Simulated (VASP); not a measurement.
# Al2BAs2 (P4mm) in VASP: further runs, part 2 of 2

VASP 6.6.1.

**3. Relaxation of cell and atoms, PBE**

This run uses another cell than the first one, of 17.51 Å³/atom.

INCAR

```
SYSTEM = Al2BAs2
PREC     = Accurate       ! precision mode
ENCUT    = 600            ! plane-wave cutoff, eV
EDIFF    = 1E-7           ! SCF threshold, eV
ISMEAR   = 0              ! smearing method
SIGMA    = 0.1            ! smearing width, eV
LREAL    = .FALSE.        ! projectors in reciprocal space
LASPH    = .TRUE.         ! aspherical terms in the spheres
NELM     = 60             ! most SCF steps
ALGO     = Normal         ! electronic algorithm
ISIF     = 3              ! what is computed and relaxed
LWAVE    = .FALSE.        ! write WAVECAR
LCHARG   = .FALSE.        ! write CHGCAR
GGA      = PE             ! functional
IBRION   = 2              ! ionic algorithm
NSW      = 100            ! ionic steps
EDIFFG   = -0.01          ! ionic threshold
```

KPOINTS

```
regular mesh
0
G
  10 10 8
  0 0 0
```

POSCAR

```
Al2BAs2
1.0
    3.9423236163      0.0000000000      0.0000000000
    0.0000000000      3.9423236163      0.0000000000
    0.0000000000      0.0000000000      5.6340908645
Al B As
2 1 2
Direct
    0.5000000000      0.0000000000      0.1138218469
    0.0000000000      0.5000000000      0.1138218469
    0.5000000000      0.5000000000      0.2548598902
    0.5000000000      0.0000000000      0.6556246330
    0.0000000000      0.5000000000      0.6556246330
```

Potentials or basis: VASP PAW PBE potentials, release 64 (Al, B, As).

Launch:

```bash
cat potpaw_PBE.64/Al/POTCAR potpaw_PBE.64/B/POTCAR potpaw_PBE.64/As/POTCAR > POTCAR
mpirun -np 1 vasp_std > vasp.out
```

OUTCAR:

```text
SYSTEM = Al2BAs2
   PREC = Accurate
   ENCUT = 600
   EDIFF = 1E-7
   ISMEAR = 0
   LREAL = .FALSE.
   LASPH = .TRUE.
   NELM = 60
   ISIF = 3
   GGA = PE
   IBRION = 2
   NSW = 100
   EDIFFG = -0.01

 ion  position               nearest neighbor table
   1  0.500  0.000  0.114-   3 2.13   3 2.13   4 2.58   2 2.79   2 2.79   2 2.79   2 2.79   4 3.05

   2  0.000  0.500  0.114-   3 2.13   3 2.13   5 2.58   1 2.79   1 2.79   1 2.79   1 2.79   5 3.05

   3  0.500  0.500  0.255-   1 2.13   2 2.13   1 2.13   2 2.13
   4  0.500  0.000  0.656-   1 2.58   5 2.79   5 2.79   5 2.79   5 2.79   1 3.05
   5  0.000  0.500  0.656-   2 2.58   4 2.79   4 2.79   4 2.79   4 2.79   2 3.05

  LATTYP: Found a simple tetragonal cell.
 ALAT       =     3.9423236163
 C/A-ratio  =     1.4291294711

  Lattice vectors:

 A1 = (   3.9423236163,   0.0000000000,   0.0000000000)
[... 278 lines left out ...]
      5       1.8765      2.00000
      6       1.8765      2.00000
      7       4.1492      2.00000
      8       4.1492      2.00000
      9       5.3985      1.97779
     10       5.4077      1.96900
     11       7.6095      0.00000
     12       7.7953      0.00000
     13       9.3206      0.00000
[... 523 lines left out ...]
--------------------------------------- Ionic step        7  -------------------------------------------

 number of electron      18.9999998 magnetization

 Free energy of the ion-electron system (eV)
  ---------------------------------------------------
  ext. energy  EPLUGINS =         0.00000000
  ---------------------------------------------------
  free energy    TOTEN  =       -21.64948877 eV

  energy without entropy =      -21.63841031  energy(sigma->0) =      -21.64394954

 E-fermi :   5.6003     XC(G=0): -10.0072

 val. band max:        5.5891342186   @ k =   0.3000   0.3000   0.3750
 cond. band min:       5.6063495771   @ k =   0.3000   0.0000   0.3750
 fundamental gap:      0.0172153586
 Fermi energy:         5.6003025414

 k-point     1 :       0.0000    0.0000    0.0000
  band No.  band energies     occupation
      1      -7.7152      2.00000
      2      -3.4723      2.00000
      3      -1.9263      2.00000
      4      -0.4204      2.00000
      5       1.8630      2.00000
      6       1.8630      2.00000
      7       4.1774      2.00000
      8       4.1774      2.00000
      9       5.3811      1.99807
     10       5.3901      1.99705
     11       7.6975      0.00000
     12       7.8100      0.00000
     13       9.3748      0.00000
[... 400 lines left out ...]
  FREE ENERGIE OF THE ION-ELECTRON SYSTEM (eV)
  ---------------------------------------------------
  free  energy   TOTEN  =       -21.6494887669 eV

  energy  without entropy=      -21.6384103114  energy(sigma->0) =      -21.64394954

 reached required accuracy - stopping structural energy minimisation
```

OSZICAR:

```text
N       E                     dE             d eps       ncg     rms          rms(c)
DAV:   1     0.586500467005E+02    0.58650E+02   -0.79652E+03  2730   0.132E+03
DAV:   2    -0.183861178953E+02   -0.77036E+02   -0.74316E+02  3432   0.176E+02
DAV:   3    -0.233078167788E+02   -0.49217E+01   -0.48062E+01  3683   0.452E+01
DAV:   4    -0.233855265400E+02   -0.77710E-01   -0.77318E-01  3299   0.628E+00
[... 53 lines left out ...]
DAV:   2    -0.216494904584E+02   -0.23851E-04   -0.33044E-04  3590   0.122E-01    0.103E-02
DAV:   3    -0.216494890351E+02    0.14233E-05   -0.10147E-05  3125   0.223E-02    0.552E-03
DAV:   4    -0.216494889091E+02    0.12605E-06   -0.13589E-06  3480   0.783E-03    0.313E-03
DAV:   5    -0.216494887681E+02    0.14100E-06   -0.35792E-07  2972   0.416E-03    0.647E-04
DAV:   6    -0.216494887669E+02    0.12434E-08   -0.39890E-08  1545   0.151E-03
   7 F= -.21649489E+02 E0= -.21643950E+02  d E =-.891734E-03
```

It took 8 min on 1 thread of Intel Xeon 8259CL, shared host; peak memory 0.35 GiB.

What came out:

| Quantity | Value |
| --- | --- |
| Free energy | -21.6495 eV |
| Relaxed volume | 17.62 Å³/atom |
| Relaxed cell | a = 3.975 Å, b = 3.975 Å, c = 5.578 Å, α = 90.00°, β = 90.00°, γ = 90.00° |
| Space group after relaxing (to 0.1 Å) | P4mm (No. 99) |
| Energy gained by relaxing | 1.4 meV/atom |
| Ionic steps | 7 |
| Pressure after relaxing | 0.0 GPa |
| Largest force after relaxing | 0.008 eV/Å |
| Band gap on the k mesh | zero (an odd number of electrons rules out a gap without spin polarisation) |

Forces in eV/Å, atoms in the order of the input:
```
Al   0.000  0.000 -0.002
Al   0.000  0.000 -0.002
B    0.000  0.000  0.008
As   0.000  0.000 -0.002
As   0.000  0.000 -0.002
```

Stress tensor (GPa, compression positive):
```
 0.06  0.00  0.00
 0.00  0.06  0.00
 0.00  0.00 -0.06
```

The path:
```csv
step,energy change (eV),largest force (eV/Å),pressure (GPa),volume (Å³)
1,0.0000,0.0236,0.61,87.56
2,-0.0039,0.0856,-0.25,88.41
3,-0.0039,0.0879,-0.28,88.44
4,-0.0054,0.0633,-0.10,88.25
5,-0.0059,0.0684,0.10,88.04
6,-0.0068,0.0185,0.04,88.09
7,-0.0068,0.0076,0.02,88.12
```

Final structure:
```yaml
crystal:
  lattice:
    - [3.97459, 0.00000, 0.00000]
    - [0.00000, 3.97459, 0.00000]
    - [0.00000, 0.00000, 5.57786]
  atoms:
    - { symbol: Al, position: [0.50000, 0.00000, 0.11657] }
    - { symbol: Al, position: [0.00000, 0.50000, 0.11657] }
    - { symbol: B, position: [0.50000, 0.50000, 0.25177] }
    - { symbol: As, position: [0.50000, 0.00000, 0.65442] }
    - { symbol: As, position: [0.00000, 0.50000, 0.65442] }
```

The gap in the log of VASP goes by the Fermi energy; the results here count the filled bands.